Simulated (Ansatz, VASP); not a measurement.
## CdSe in VASP and in Ansatz

Contents of INCAR:

```
PREC     = Accurate       # precision mode
ENCUT    = 520            # plane-wave cutoff, eV
EDIFF    = 1E-7           # SCF threshold, eV
ISMEAR   = -1             # smearing method
SIGMA    = 0.02           # smearing width, eV
LREAL    = F              # projectors in reciprocal space
LASPH    = T              # aspherical terms in the spheres
NELM     = 100            # most SCF steps
ALGO     = Normal         # electronic algorithm
ISIF     = 2              # what is computed and relaxed
LWAVE    = F              # write WAVECAR
LCHARG   = F              # write CHGCAR
GGA      = PE             # functional
NBANDS   = 16             # bands
```

File KPOINTS:

```
regular mesh
0
Gamma
  8 8 8
```

The input POSCAR:

```
CdSe
1.0
    0.0000000000      3.0677809654      3.0677809654
    3.0677809654      0.0000000000      3.0677809654
    3.0677809654      3.0677809654      0.0000000000
Cd Se
1 1
Direct
    0.0000000000      0.0000000000      0.0000000000
    0.2500000000      0.2500000000      0.2500000000
```

Input for Ansatz:

```yaml
crystal:
  lattice:
    - [0.0, 3.0677809654, 3.0677809654]
    - [3.0677809654, 0.0, 3.0677809654]
    - [3.0677809654, 3.0677809654, 0.0]
  atoms:
    - { symbol: Cd, position: [0.0, 0.0, 0.0] }
    - { symbol: Se, position: [0.25, 0.25, 0.25] }
kpoints:
  mp_grid: { grid: [8, 8, 8] }
  band_path:
    path:
      - [0.0, 0.0, 0.0]
      - [-0.5, -0.5, 0.0]
      - [-0.375, -0.375, 0.25]
      - [-0.375, 0.0, 0.375]
      - [0.0, 0.0, 0.5]
      - [-0.5, -0.25, 0.25]
    npoints: 1
hamiltonian:
  xc: pbe
scf:
  occupations: { method: fermi_dirac, width: 0.02 }
  n_extra_bands: 4
output:
  forces: true
  stress: true
  eigenvalues: true
  write_density: true
  write_potential: true
  elf: true
  volumetric_format: npy
```

Alike in both runs: task single point; functional PBE; k mesh 8 × 8 × 8; occupations fermi-dirac, width 0.02 eV; no spin polarisation.

```csv
,VASP,Ansatz
version,VASP 6.6.1,Ansatz 0.2.0
potentials or method,"VASP PAW PBE potentials, release 64 (Cd, Se)","plane waves, PAW"
plane-wave cutoff (eV),520,420
valence electrons in the cell,18,36
```

```csv
,VASP,Ansatz,Ansatz less VASP
pressure (GPa),1.7,1.4,-0.28
```

VASP's potentials hold 18 valence electrons a cell and Ansatz's 36, so a difference there can come from the potentials and not from the codes.
